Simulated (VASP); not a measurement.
Here is a VASP 6.6.1 calculation.

The input INCAR:

```
SYSTEM = AlP
  PREC = Accurate
  ENCUT = 500
  EDIFF = 1E-6
  ISMEAR = 0
  SIGMA = 0.02
  LREAL = .False.
  LASPH = .True.
  NELM = 120
  ALGO = Normal
  ISIF = 2
  LWAVE = .False.
  LCHARG = .False.
  GGA = PE
  NBANDS = 11
  GGA_COMPAT = .False.
```

Contents of KPOINTS:

```
Automatic mesh
0
Gamma
  8 8 8
  0 0 0
```

POSCAR

```
AlP
1.0
    0.0000000000      2.7538824067      2.7538824067
    2.7538824067      0.0000000000      2.7538824067
    2.7538824067      2.7538824067      0.0000000000
Al P
1 1
Direct
    0.0000000000      0.0000000000      0.0000000000
    0.2500000000      0.2500000000      0.2500000000
```

Potentials or basis: VASP PAW PBE potentials, release 64 (Al, P).

The run is started by

```console
$ cat potpaw_PBE.64/Al/POTCAR potpaw_PBE.64/P/POTCAR > POTCAR
$ mpirun -np 1 vasp_std > vasp.out
```

Question: What does it give for the band gap on the k mesh?

Answer: 1.63 eV, indirect (least direct gap 3.08 eV).

Question: Predict the pressure.

Answer: -0.1 GPa.

A k mesh can miss the band edges. Expect the measured gap to be larger: semilocal functionals such as PBE lack the derivative discontinuity.
